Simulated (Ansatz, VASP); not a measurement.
## Li2Se: VASP beside Ansatz

```
CELL_PARAMETERS angstrom
0.00000 3.00845 3.00845
3.00845 0.00000 3.00845
3.00845 3.00845 0.00000
ATOMIC_POSITIONS crystal
Li 0.25000 0.25000 0.25000
Li 0.75000 0.75000 0.75000
Se 0.00000 0.00000 0.00000
```

Alike in both runs: task single point; functional PBE; k mesh 10 × 10 × 10; occupations gaussian, width 0.05 eV; no spin polarisation.

|  | VASP | Ansatz |
| --- | --- | --- |
| version | VASP 6.6.1 | Ansatz 0.2.0 |
| potentials or method | VASP PAW PBE potentials, release 64 (Li_sv, Se), cutoff 750 eV | scalar-relativistic, plane waves, PAW |
| valence electrons in the cell | 12 | 22 |

|  | VASP | Ansatz | Ansatz less VASP |
| --- | --- | --- | --- |
| gap on the k mesh at the Fermi level (eV) | 2.98 | 2.99 | +0.006 |
| least direct gap on the mesh (eV) | 3.36 | 3.36 | -0.002 |
| pressure (GPa) | -0.2 | -0.2 | +0.06 |

VASP's potentials hold 12 valence electrons a cell and Ansatz's 22, so a difference there can come from the potentials and not from the codes.
